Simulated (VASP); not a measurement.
Pd: single point with revPBE

Pd:

```
Pd
1.0
     3.15879    0.00000    0.00000
     0.00000    3.15879    0.00000
     0.00000    0.00000    3.15879
Pd
2
Direct
  0.00000 0.00000 0.00000
  0.50000 0.50000 0.50000
```

This isn't the form of Pd at room conditions, which is fcc.

- Program: VASP 6.6.1
- Task: single point
- Functional: revPBE
- Potentials or basis: VASP PAW PBE potentials, release 64 (Pd)
- Cutoff: 520 eV
- k mesh: 16 × 16 × 16
- Occupations: fermi-dirac, width 0.05 eV
- Spin: collinear spin
- Starting moments: [0.5, -0.5] μB
- Dipole correction: no
- Further INCAR settings: ALGO = Normal; EDIFF = 1e-06; NBANDS = 21

The pressure is -0.2 GPa, the band gap on the k mesh is zero (filled and empty bands overlap) and the net moment is 0.00 μB per cell. The valence electrons inside the program's atomic spheres are Pd 9.33.

Levels at points of the mesh, in eV from the Fermi level:
Spin up:
```
           k point  band 7  band 8  band 9  band 10  band 11  band 12  band 13  band 14
(0.00, 0.00, 0.00)   -0.87   -0.87    0.19     0.19     0.19     9.04     9.04     9.04
(0.50, 0.00, 0.00)   -2.08   -2.08   -1.34    -1.34     0.69     0.69    16.29    16.29
(0.50, 0.50, 0.00)   -0.66   -0.66    0.53     0.53     1.54     1.54     7.45     7.45
(0.50, 0.50, 0.50)   -0.62   -0.62   -0.62    -0.62     8.48     8.48     9.16     9.16
```
Spin down:
```csv
k point,band 7,band 8,band 9,band 10,band 11,band 12,band 13,band 14
"(0.00, 0.00, 0.00)",-0.87,-0.87,0.19,0.19,0.19,9.04,9.04,9.04
"(0.50, 0.00, 0.00)",-2.08,-2.08,-1.34,-1.34,0.69,0.69,16.29,16.29
"(0.50, 0.50, 0.00)",-0.66,-0.66,0.53,0.53,1.54,1.54,7.45,7.45
"(0.50, 0.50, 0.50)",-0.62,-0.62,-0.62,-0.62,8.48,8.48,9.16,9.16
```

Run time: 43 s on 1 thread of Intel(R) Xeon(R) 6975P-C (Granite Rapids) (shared host), peak memory 0.26 GiB.

Caveat: the PAW data sets were made with another functional, which shifts forces and pressure a little.
